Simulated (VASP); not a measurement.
# ZnS (P1) in VASP: a series of runs

Runs on ZnS. Level: PBE. Tasks: single point.

All numbers are computed with VASP 6.6.1; they aren't measurements. Logs are shortened: lines on timing, memory, paths and dates and some standing lists are left out, and cuts for length are marked.

## Step 1: The cell of the first run

The typed cell holds 2 atoms: a = 3.825 Å, b = 3.825 Å, c = 3.825 Å, α = 60.00°, β = 60.00°, γ = 60.00°.

## Step 2: Single point, PBE

File INCAR:

```
SYSTEM = ZnS
PREC     = Accurate       ! precision mode
ENCUT    = 500            ! plane-wave cutoff, eV
EDIFF    = 1E-6           ! SCF threshold, eV
ISMEAR   = 0              ! smearing method
SIGMA    = 0.01           ! smearing width, eV
LREAL    = .False.        ! projectors in reciprocal space
LASPH    = .True.         ! aspherical terms in the spheres
NELM     = 120            ! most SCF steps
ALGO     = Normal         ! electronic algorithm
ISIF     = 2              ! what is computed and relaxed
LWAVE    = .False.        ! write WAVECAR
LCHARG   = .False.        ! write CHGCAR
GGA      = PE             ! functional
NBANDS   = 16             ! bands
GGA_COMPAT= .False.
```

File KPOINTS:

```
regular mesh
0
Gamma
  2 2 2
  0 0 0
```

File POSCAR:

```
ZnS
1.0
    0.0000000000      2.7050000000      2.7050000000
    2.7050000000      0.0000000000      2.7050000000
    2.7050000000      2.7050000000      0.0000000000
Zn S
1 1
Direct
    0.0000000000      0.0000000000      0.0000000000
    0.2179124700      0.2819388400      0.2684477600
```

Potentials or basis: VASP PAW PBE potentials, release 64 (Zn, S).

Run with:

```
> cat potpaw_PBE.64/Zn/POTCAR potpaw_PBE.64/S/POTCAR > POTCAR
> mpirun -np 1 vasp_std > vasp.out
```

OUTCAR:

```text
SYSTEM = ZnS
   PREC = Accurate
   ENCUT = 500
   EDIFF = 1E-6
   ISMEAR = 0
   LREAL = .False.
   LASPH = .True.
   NELM = 120
   ISIF = 2
   GGA = PE

 ion  position               nearest neighbor table
   1  0.000  0.000  0.000-   2 2.25   2 2.29   2 2.40   2 2.44
   2  0.218  0.282  0.268-   1 2.25   1 2.29   1 2.40   1 2.44

  LATTYP: Found a face centered cubic cell.
 ALAT       =     5.4100000000

  Lattice vectors:

 A1 = (   0.0000000000,   2.7050000000,   2.7050000000)
 A2 = (   2.7050000000,   0.0000000000,   2.7050000000)
 A3 = (   2.7050000000,   2.7050000000,   0.0000000000)

Analysis of symmetry for initial positions (statically):
=====================================================================
 Subroutine PRICEL returns:
 Original cell was already a primitive cell.

 Routine SETGRP: Setting up the symmetry group for a
 face centered cubic supercell.

 Subroutine GETGRP returns: Found  1 space group operations
 (whereof  1 operations were pure point group operations)
 out of a pool of 48 trial point group operations.

The static configuration has the point symmetry C_1 .

Analysis of symmetry for dynamics (positions and initial velocities):
=====================================================================
 Subroutine PRICEL returns:
 Original cell was already a primitive cell.

 Routine SETGRP: Setting up the symmetry group for a
 face centered cubic supercell.

 Subroutine GETGRP returns: Found  1 space group operations
 (whereof  1 operations were pure point group operations)
 out of a pool of 48 trial point group operations.

The dynamic configuration has the point symmetry C_1 .

 Subroutine INISYM returns: Found  1 space group operations
 (whereof  1 operations are pure point group operations),
 and found     1 'primitive' translations

----------------------------------------------------------------------------------------

                                     Primitive cell

  volume of cell :      39.5851

  direct lattice vectors                    reciprocal lattice vectors
     0.000000000  2.705000000  2.705000000    -0.184842884  0.184842884  0.184842884
     2.705000000  0.000000000  2.705000000     0.184842884 -0.184842884  0.184842884
     2.705000000  2.705000000  0.000000000     0.184842884  0.184842884 -0.184842884

  length of vectors
     3.825447686  3.825447686  3.825447686     0.320157266  0.320157266  0.320157266

  position of ions in fractional coordinates (direct lattice)
     0.000000000  0.000000000  0.000000000
     0.217912470  0.281938840  0.268447760

  ion indices of the primitive-cell ions
   primitive index   ion index
                 1           1
                 2           2

----------------------------------------------------------------------------------------

 KPOINTS: regular mesh

Automatic generation of k-mesh.
 Grid dimensions read from file:
 generate k-points for:    2    2    2

 Generating k-lattice:

  Cartesian coordinates                     Fractional coordinates (reciprocal lattice)
    -0.092421442  0.092421442  0.092421442     0.500000000  0.000000000  0.000000000
     0.092421442 -0.092421442  0.092421442     0.000000000  0.500000000  0.000000000
     0.092421442  0.092421442 -0.092421442     0.000000000  0.000000000  0.500000000

  Length of vectors
     0.160078633  0.160078633  0.160078633

  Shift w.r.t. Gamma in fractional coordinates (k-lattice)
     0.000000000  0.000000000  0.000000000

 Subroutine IBZKPT returns following result:
 ===========================================

 Found      8 irreducible k-points:

 Following reciprocal coordinates:
            Coordinates               Weight
  0.000000  0.000000  0.000000      1.000000
  0.500000  0.000000  0.000000      1.000000
  0.000000  0.500000  0.000000      1.000000
  0.000000  0.000000  0.500000      1.000000
  0.500000  0.500000  0.500000      1.000000
  0.500000  0.500000  0.000000      1.000000
  0.000000  0.500000  0.500000      1.000000
  0.500000  0.000000  0.500000      1.000000
   k-points           NKPTS =      8   k-points in BZ     NKDIM =      8   number of bands    NBANDS=     16
   number of dos      NEDOS =    301   number of ions     NIONS =      2
   total plane-waves  NPLWV =  21952
   dimension x,y,z NGX =    28 NGY =   28 NGZ =   28
   dimension x,y,z NGXF=    56 NGYF=   56 NGZF=   56
   ions per type =               1   1
   NGX,Y,Z   is equivalent  to a cutoff of  12.17, 12.17, 12.17 a.u.
   NGXF,Y,Z  is equivalent  to a cutoff of  24.34, 24.34, 24.34 a.u.
 SYSTEM =  ZnS
   PREC   = accura    normal or accurate (medium, high low for compatibility)
   ISTART =      0    job   : 0-new  1-cont  2-samecut
   ICHARG =      2    charge: 1-file 2-atom 10-const
   ISPIN  =      1    spin polarized calculation?
   LNONCOLLINEAR =      F non collinear calculations
   LSORBIT =      F    spin-orbit coupling
   LASPH  =      T    aspherical Exc in radial PAW
[... 87 lines left out ...]
      9       1.7418      2.00000
     10       5.3860      0.00000
     11       8.7011      0.00000
     12       9.2987      0.00000
     13      11.0955      0.00000
     14      14.4617      0.00000
     15      15.5209      0.00000
     16      15.8573      0.00000

 k-point     3 :       0.0000    0.5000    0.0000
  band No.  band energies     occupation
      1      -9.7029      2.00000
      2      -4.1713      2.00000
      3      -4.1374      2.00000
      4      -3.8500      2.00000
      5      -3.8333      2.00000
      6      -3.6656      2.00000
      7      -3.2083      2.00000
      8       1.3154      2.00000
      9       1.6478      2.00000
     10       5.6945      0.00000
     11       8.9483      0.00000
     12       9.5558      0.00000
     13      11.3041      0.00000
     14      14.3505      0.00000
     15      15.5294      0.00000
     16      15.8882      0.00000

 k-point     4 :       0.0000    0.0000    0.5000
  band No.  band energies     occupation
      1      -9.7208      2.00000
      2      -4.2119      2.00000
      3      -4.1597      2.00000
      4      -3.8505      2.00000
      5      -3.8287      2.00000
      6      -3.6509      2.00000
      7      -3.1075      2.00000
      8       1.2900      2.00000
      9       1.7176      2.00000
     10       5.6232      0.00000
     11       8.8104      0.00000
     12       9.5961      0.00000
     13      11.2596      0.00000
     14      14.3640      0.00000
     15      15.4866      0.00000
     16      15.9197      0.00000

 k-point     5 :       0.5000    0.5000    0.5000
  band No.  band energies     occupation
      1      -9.7718      2.00000
      2      -4.2682      2.00000
      3      -4.2250      2.00000
      4      -3.8431      2.00000
      5      -3.8292      2.00000
      6      -3.6366      2.00000
      7      -2.8323      2.00000
      8       1.3142      2.00000
      9       1.7751      2.00000
     10       5.4504      0.00000
     11       8.6778      0.00000
     12       9.4444      0.00000
     13      11.1398      0.00000
     14      14.4289      0.00000
     15      15.4614      0.00000
     16      15.9139      0.00000

 k-point     6 :       0.5000    0.5000    0.0000
  band No.  band energies     occupation
      1      -9.4163      2.00000
      2      -4.3151      2.00000
      3      -4.0245      2.00000
      4      -3.9811      2.00000
      5      -3.7954      2.00000
      6      -3.6261      2.00000
      7      -2.3633      2.00000
      8       0.1457      2.00000
      9       0.1998      2.00000
     10       5.5819      0.00000
     11       6.2761      0.00000
     12      13.3557      0.00000
     13      14.2215      0.00000
     14      14.2937      0.00000
     15      16.0373      0.00000
     16      16.8170      0.00000

 k-point     7 :       0.0000    0.5000    0.5000
  band No.  band energies     occupation
      1      -9.4342      2.00000
      2      -4.2922      2.00000
      3      -4.0903      2.00000
      4      -3.9133      2.00000
      5      -3.7948      2.00000
      6      -3.6273      2.00000
      7      -2.3111      2.00000
      8       0.0757      2.00000
      9       0.2097      2.00000
     10       5.5067      0.00000
     11       6.3976      0.00000
     12      13.3348      0.00000
     13      14.0097      0.00000
     14      14.4336      0.00000
     15      16.0127      0.00000
     16      16.7540      0.00000

 k-point     8 :       0.5000    0.0000    0.5000
  band No.  band energies     occupation
      1      -9.4175      2.00000
      2      -4.3134      2.00000
      3      -4.0336      2.00000
      4      -3.9721      2.00000
      5      -3.7954      2.00000
      6      -3.6262      2.00000
      7      -2.3595      2.00000
      8       0.1468      2.00000
      9       0.1947      2.00000
     10       5.5759      0.00000
     11       6.2854      0.00000
     12      13.3541      0.00000
     13      14.1934      0.00000
     14      14.3164      0.00000
     15      16.0354      0.00000
     16      16.8086      0.00000

------------------------ aborting loop because EDIFF is reached ----------------------------------------

  FORCE on cell =-STRESS in cart. coord.  units (eV):
  Direction    XX          YY          ZZ          XY          YZ          ZX
  --------------------------------------------------------------------------------------
  -------------------------------------------------------------------------------------
  Total        1.8568158      2.0074464      2.0209293     -0.1165185     -0.7218676      0.2064812
  in kB       75.1532213     81.2498813     81.7955918     -4.7159991    -29.2170490      8.3571722
  external PRESSURE =      79.3995648 kB  Pullay stress =       0.0000000 kB

 VOLUME and BASIS-vectors are now :
 -----------------------------------------------------------------------------
  energy-cutoff  :      500.00
  volume of cell :       39.59
      direct lattice vectors                 reciprocal lattice vectors
     0.000000000  2.705000000  2.705000000    -0.184842884  0.184842884  0.184842884
     2.705000000  0.000000000  2.705000000     0.184842884 -0.184842884  0.184842884
     2.705000000  2.705000000  0.000000000     0.184842884  0.184842884 -0.184842884

 POSITION                                       TOTAL-FORCE (eV/Angst)
 -----------------------------------------------------------------------------------
      0.00000      0.00000      0.00000         0.788931     -0.233226      0.124164
      1.48880      1.31560      1.35210        -0.788931      0.233226     -0.124164
 -----------------------------------------------------------------------------------
    total drift:                                0.000028      0.000059      0.000018

  FREE ENERGIE OF THE ION-ELECTRON SYSTEM (eV)
  ---------------------------------------------------
  free  energy   TOTEN  =        -5.5338032484 eV

  energy  without entropy=       -5.5338032484  energy(sigma->0) =       -5.53380325
```

Wall time 5.9 s (1 thread of Intel Xeon 6975P-C, shared host); peak memory 0.15 GiB.

What came out:

```yaml
Free_energy: -5.5338 eV
Pressure: 7.9 GPa
Largest_force: 0.832 eV/Å
Band_gap_on_the_k_mesh: 1.89 eV, direct
```

Forces in eV/Å, atoms in the order of the input:
```
Zn   0.789 -0.233  0.124
S   -0.789  0.233 -0.124
```

Caveat: the k points lie up to 1.01 Å⁻¹ apart. As with any semilocal functional, this PBE gap is likely too small.

## Step 3: Single point, PBE

File INCAR:

```
SYSTEM = ZnS
PREC = Accurate
ENCUT = 500
EDIFF = 1E-6
ISMEAR = 0
SIGMA = 0.01
LREAL = .FALSE.
LASPH = .TRUE.
NELM = 120
ALGO = Normal
ISIF = 2
LWAVE = .FALSE.
LCHARG = .FALSE.
GGA = PE
NBANDS = 16
GGA_COMPAT = .FALSE.
```

File KPOINTS:

```
Automatic mesh
0
G
  3 3 3
  0 0 0
```

POSCAR is that of step 2.

Potentials or basis: VASP PAW PBE potentials, release 64 (Zn, S).

Run with:

```
> cat potpaw_PBE.64/Zn/POTCAR potpaw_PBE.64/S/POTCAR > POTCAR
> mpirun -np 1 vasp_std > vasp.out
```

Run time: 8.7 s. Hardware: 1 thread of Intel Xeon 6975P-C, shared host; peak memory 0.15 GiB.

Results (log left out):

```yaml
Free_energy: -6.5729 eV
Pressure: 3.4 GPa
Largest_force: 0.822 eV/Å
Band_gap_on_the_k_mesh: 1.99 eV, direct
```

Forces on the atoms (eV/Å):
```
Zn   0.781 -0.228  0.117
S   -0.781  0.228 -0.117
```

Stress tensor (GPa, compression positive):
```
 3.03 -0.43  0.87
-0.43  3.59 -3.06
 0.87 -3.06  3.64
```

Levels at points of the mesh, in eV from the valence-band top:
| k point | band 6 | band 7 | band 8 | band 9 | band 10 | band 11 | band 12 | band 13 |
| --- | --- | --- | --- | --- | --- | --- | --- | --- |
| (0.00, 0.00, 0.00) | -6.04 | -0.25 | -0.06 | 0.00 | 1.99 | 6.23 | 6.24 | 6.38 |

Caveat: the k points lie up to 0.67 Å⁻¹ apart. Expect the measured gap to be larger: semilocal functionals such as PBE lack the derivative discontinuity.

## Step 4: Single point, PBE

File INCAR:

```
  PREC = Accurate
  ENCUT = 500
  EDIFF = 1E-6
  ISMEAR = 0
  SIGMA = 0.01
  LREAL = False
  LASPH = True
  NELM = 120
  ALGO = Normal
  ISIF = 2
  LWAVE = False
  LCHARG = False
  GGA = PE
  NBANDS = 16
  GGA_COMPAT = False
```

File KPOINTS:

```
regular mesh
0
Gamma
  3 3 3
```

POSCAR is that of step 3.

Run with:

```
> cat potpaw_PBE.64/Zn/POTCAR potpaw_PBE.64/S/POTCAR > POTCAR
> mpirun -np 1 vasp_std > vasp.out
```

Wall time 8.5 s (1 thread of Intel Xeon 6975P-C, shared host); peak memory 0.15 GiB.

Results (log left out):

```yaml
Free_energy: -6.5729 eV
Pressure: 3.4 GPa
Largest_force: 0.822 eV/Å
Band_gap_on_the_k_mesh: 1.99 eV, direct
```

Forces on the atoms (eV/Å):
```
Zn   0.781 -0.228  0.117
S   -0.781  0.228 -0.117
```

Stress tensor (GPa, compression positive):
```
 3.03 -0.43  0.87
-0.43  3.59 -3.06
 0.87 -3.06  3.64
```

Levels at points of the mesh, in eV from the valence-band top:
| k point | band 6 | band 7 | band 8 | band 9 | band 10 | band 11 | band 12 | band 13 |
| --- | --- | --- | --- | --- | --- | --- | --- | --- |
| (0.00, 0.00, 0.00) | -6.04 | -0.25 | -0.06 | 0.00 | 1.99 | 6.23 | 6.24 | 6.38 |

Caveat: the k points lie up to 0.67 Å⁻¹ apart. Expect the measured gap to be larger: semilocal functionals such as PBE lack the derivative discontinuity.

## Step 5: Single point, PBE

This run uses another cell than the first one, of 18.60 Å³/atom, 0.940 times its volume.

File INCAR:

```
SYSTEM = ZnS
PREC = Accurate ; ENCUT = 500
EDIFF = 1E-6 ; ISMEAR = 0
SIGMA = 0.01 ; LREAL = .FALSE.
LASPH = .TRUE. ; NELM = 120
ALGO = Normal ; ISIF = 2
LWAVE = .FALSE. ; LCHARG = .FALSE.
GGA = PE ; NBANDS = 16
GGA_COMPAT = .FALSE.
```

File KPOINTS:

```
Automatic mesh
0
Gamma
  1 1 1
  0.5 0.5 0.5
```

File POSCAR:

```
ZnS
1.0
    0.0000000000      2.6497804200      2.6497804200
    2.6497804200      0.0000000000      2.6497804200
    2.6497804200      2.6497804200      0.0000000000
Zn S
1 1
Direct
    0.0000000000      0.0000000000      0.0000000000
    0.2179124700      0.2819388400      0.2684477600
```

Run with:

```
> cat potpaw_PBE.64/Zn/POTCAR potpaw_PBE.64/S/POTCAR > POTCAR
> mpirun -np 1 vasp_std > vasp.out
```

It took 3 s on 1 thread of AMD EPYC 7R13 (Zen 3), shared host; peak memory 0.12 GiB.

Results (log left out):

| Property | Result |
| --- | --- |
| Free energy | -5.3563 eV |
| Pressure | 14.7 GPa |
| Largest force | 1.080 eV/Å |
| Band gap on the k mesh | 3.82 eV, indirect (least direct gap 3.85 eV) |

Forces on the atoms (eV/Å):
```
Zn   1.027 -0.299  0.154
S   -1.027  0.299 -0.154
```

Stress tensor (GPa, compression positive):
```
14.10 -0.50  1.43
-0.50 14.99 -5.12
 1.43 -5.12 15.07
```

Levels at points of the mesh, in eV from the valence-band top:
| k point | band 7 | band 8 | band 9 | band 10 | band 11 | band 12 |
| --- | --- | --- | --- | --- | --- | --- |
| (0.50, 0.50, 0.50) | -4.95 | -0.48 | 0.00 | 3.87 | 6.93 | 7.70 |
| (0.50, 0.00, 0.00) | -4.86 | -0.41 | -0.03 | 3.82 | 6.95 | 7.55 |
| (0.00, 0.00, 0.50) | -5.23 | -0.52 | -0.07 | 4.03 | 7.06 | 7.85 |
| (0.00, 0.50, 0.00) | -5.33 | -0.50 | -0.15 | 4.10 | 7.20 | 7.81 |

Caveat: the k points lie up to 2.05 Å⁻¹ apart; forces of over 1 eV/Å act on the atoms, so gaps and moduli don't describe the material at rest. A k mesh can miss the band edges.

## Step 6: Single point, PBE

File INCAR:

```
PREC = Accurate
ENCUT = 500
EDIFF = 1E-6
ISMEAR = 0
SIGMA = 0.01
LREAL = False
LASPH = True
NELM = 120
ALGO = Normal
ISIF = 2
LWAVE = False
LCHARG = False
GGA = PE
NBANDS = 16
GGA_COMPAT = False
```

File KPOINTS:

```
Automatic mesh
0
Gamma
  2 2 2
```

File POSCAR:

```
ZnS
1.0
    0.0000000000      2.7050000000      2.7050000000
    2.7050000000      0.0000000000      2.7050000000
    2.7050000000      2.7050000000      0.0000000000
Zn S
1 1
Direct
    0.0000000000      0.0000000000      0.0000000000
    0.2179124700      0.2819388400      0.2684477600
```

Potentials or basis: VASP PAW PBE potentials, release 64 (Zn, S).

Run with:

```
> cat potpaw_PBE.64/Zn/POTCAR potpaw_PBE.64/S/POTCAR > POTCAR
> mpirun -np 1 vasp_std > vasp.out
```

Wall time 4.2 s (1 thread of AMD EPYC 7R13 (Zen 3), shared host); peak memory 0.12 GiB.

The run converged. Its results:

```
Free energy            : -5.5338 eV
Pressure               : 7.9 GPa
Largest force          : 0.832 eV/Å
Band gap on the k mesh : 1.89 eV, direct
```

Forces in eV/Å, atoms in the order of the input:
```
Zn   0.789 -0.233  0.124
S   -0.789  0.233 -0.124
```

Stress tensor (GPa, compression positive):
```
 7.52 -0.47  0.84
-0.47  8.12 -2.92
 0.84 -2.92  8.18
```

Levels at points of the mesh, in eV from the valence-band top:
| k point | band 5 | band 6 | band 7 | band 8 | band 9 | band 10 | band 11 | band 12 | band 13 | band 14 |
| --- | --- | --- | --- | --- | --- | --- | --- | --- | --- | --- |
| (0.00, 0.00, 0.00) | -6.37 | -6.37 | -0.28 | -0.07 | 0.00 | 1.89 | 6.05 | 6.06 | 6.21 | 11.46 |
| (0.50, 0.00, 0.00) | -6.34 | -6.14 | -5.24 | -1.13 | -0.77 | 2.88 | 6.19 | 6.79 | 8.59 | 11.95 |
| (0.00, 0.50, 0.00) | -6.34 | -6.17 | -5.72 | -1.19 | -0.86 | 3.19 | 6.44 | 7.05 | 8.80 | 11.84 |
| (0.00, 0.00, 0.50) | -6.34 | -6.16 | -5.61 | -1.22 | -0.79 | 3.12 | 6.30 | 7.09 | 8.75 | 11.86 |
| (0.50, 0.50, 0.50) | -6.34 | -6.14 | -5.34 | -1.19 | -0.73 | 2.94 | 6.17 | 6.94 | 8.63 | 11.92 |
| (0.50, 0.50, 0.00) | -6.30 | -6.13 | -4.87 | -2.36 | -2.31 | 3.08 | 3.77 | 10.85 | 11.71 | 11.79 |
| (0.00, 0.50, 0.50) | -6.30 | -6.13 | -4.82 | -2.43 | -2.30 | 3.00 | 3.89 | 10.83 | 11.50 | 11.93 |
| (0.50, 0.00, 0.50) | -6.30 | -6.13 | -4.87 | -2.36 | -2.31 | 3.07 | 3.78 | 10.85 | 11.69 | 11.81 |

Caveat: the k points lie up to 1.01 Å⁻¹ apart.

## Step 7: The runs side by side

| cell | k mesh | gap on the mesh (eV) | pressure (GPa) | largest force (eV/Å) |
| --- | --- | --- | --- | --- |
| a = 3.825 Å, angles 60.0°, 2 atoms | 2 × 2 × 2 | 1.89 | 7.9 | 0.83 |
| a = 3.825 Å, angles 60.0°, 2 atoms | 3 × 3 × 3 | 1.99 | 3.4 | 0.82 |
| a = 3.747 Å, angles 60.0°, 2 atoms | 1 × 1 × 1, shifted | 3.82 | 14.7 | 1.08 |

Alike in all rows: task single point; level PBE; potentials or basis VASP PAW PBE potentials, release 64 (Zn, S); no spin polarisation; cutoff (eV) 500; smearing gaussian 0.01 eV.

Caveats: all runs use coarse meshes; forces of over 1 eV/Å act on the atoms, so gaps and moduli don't describe the material at rest (some runs).

Total energies depend on the potentials used, so only differences within one code and one set of settings carry meaning.
